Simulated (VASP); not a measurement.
A run of VASP 6.6.1 is set up as follows.

Contents of INCAR:

```
  PREC = Accurate
  ENCUT = 500
  EDIFF = 1E-7
  ISMEAR = -1
  SIGMA = 0.05
  LREAL = False
  LASPH = True
  NELM = 200
  ALGO = Normal
  ISIF = 3
  LWAVE = False
  LCHARG = False
  GGA = CA
  IBRION = 2
  NSW = 80
  EDIFFG = -0.03
  GGA_COMPAT = False
  NELMIN = 4
  LMAXMIX = 6
```

The input KPOINTS:

```
regular mesh
0
Gamma
  6 6 6
```

The input POSCAR:

```
LaTe
1.0
    0.0000000000      3.4400000000      3.4400000000
    3.4400000000      0.0000000000      3.4400000000
    3.4400000000      3.4400000000      0.0000000000
La Te
1 1
Direct
    0.0000000000      0.0000000000      0.0000000000
    0.2500000000      0.2500000000      0.2500000000
```

Potentials or basis: VASP PAW LDA potentials, release 64 (La, Te).

The run is started by

```bash
$ cat potpaw_LDA.64/La/POTCAR potpaw_LDA.64/Te/POTCAR > POTCAR
$ mpirun -np 1 vasp_std > vasp.out
```

Problem. Predict the band gap on the k mesh.

Solution. Zero (an odd number of electrons rules out a gap without spin polarisation).

Problem. Estimate the relaxed volume.

Solution. 44.26 Å³/atom.

Final structure:
```
CELL_PARAMETERS angstrom
0.00000 3.53728 3.53728
3.53728 0.00000 3.53728
3.53728 3.53728 0.00000
ATOMIC_POSITIONS crystal
La 0.00000 0.00000 0.00000
Te 0.25000 0.25000 0.25000
```

Caveat: spin-orbit coupling is left out, which moves the levels of the heavy elements.
